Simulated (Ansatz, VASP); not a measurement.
**Two plane-wave programs on GdO**

The input INCAR:

```
SYSTEM = GdO
PREC = Accurate
ENCUT = 520
EDIFF = 1E-7
ISMEAR = 0
SIGMA = 0.05
LREAL = .False.
LASPH = .True.
NELM = 150
ALGO = Normal
ISIF = 2
LWAVE = .False.
LCHARG = .False.
ISPIN = 2
MAGMOM = 7.89 -0.03
LORBIT = 11
LMAXMIX = 6
LDAU = .True.
LDAUTYPE = 2
LDAUL = 3 -1
LDAUU = 6 0
LDAUJ = 0 0
LDAUPRINT = 1
GGA = PE
NBANDS = 23
```

The input KPOINTS:

```
Automatic mesh
0
Gamma
  10 10 10
  0 0 0
```

Contents of POSCAR:

```
GdO
1.0
    3.0121672082      0.0000000000      0.0000000000
    0.0000000000      3.0121672082      0.0000000000
    0.0000000000      0.0000000000      3.0121672082
Gd O
1 1
Direct
    0.0000000000      0.0000000000      0.0000000000
    0.5000000000      0.5000000000      0.5000000000
```

Input for Ansatz:

```yaml
crystal:
  lattice:
    - [3.0121672082, 0.0, 0.0]
    - [0.0, 3.0121672082, 0.0]
    - [0.0, 0.0, 3.0121672082]
  atoms:
    - { symbol: Gd, position: [0.0, 0.0, 0.0], spin: 7.9 }
    - { symbol: O, position: [0.5, 0.5, 0.5] }
basis:
  ecutwfc: 420
  ecutrho_ratio: 4
kpoints:
  mp_grid: { grid: [10, 10, 10] }
hamiltonian:
  xc: pbe
  hubbard:
    sites:
      - { species: Gd, l: f, u_eff: 6.0, starting_ns: start.occupation_matrices }
    ns_hold: { iters: 6 }
scf:
  occupations: { method: gaussian, width: 0.05 }
  lower_state_search: "off"
output:
  forces: true
  stress: true
  eigenvalues: true
  populations: true
  hubbard: { sites: [{ species: Gd, l: f }] }
magnetization:
  spin_polarized: true
```

Alike in both runs: task single point; functional PBE; k mesh 10 × 10 × 10; occupations gaussian, width 0.05 eV; collinear spin; Hubbard terms Gd f U = 6.0 eV.

|  | VASP | Ansatz |
| --- | --- | --- |
| version | VASP 6.6.1 | Ansatz 0.2.0 |
| potentials or method | VASP PAW PBE potentials, release 64 (Gd, O), cutoff 520 eV | scalar-relativistic, plane waves, PAW |
| valence electrons in the cell | 24 | 24 |

|  | VASP | Ansatz | Ansatz less VASP |
| --- | --- | --- | --- |
| gap on the k mesh at the Fermi level (eV) | none | none | - |
| pressure (GPa) | 2.6 | 2.8 | +0.22 |
| net moment per atom (μB) | 3.75 | 3.75 | -0.001 |
| size of the moment on the site where the two differ most (μB) | 7.12 | 7.18 | +0.059 |

Site moments also hang on the region over which each program counts them. The programs project onto different local orbitals, so the same U acts differently, and such runs can settle in different states. A gap of «none» marks a metal or a gap that the smearing closes. Ansatz's warnings: filled band counts differ across k points, stability check not made.

Spin-orbit coupling is off throughout.
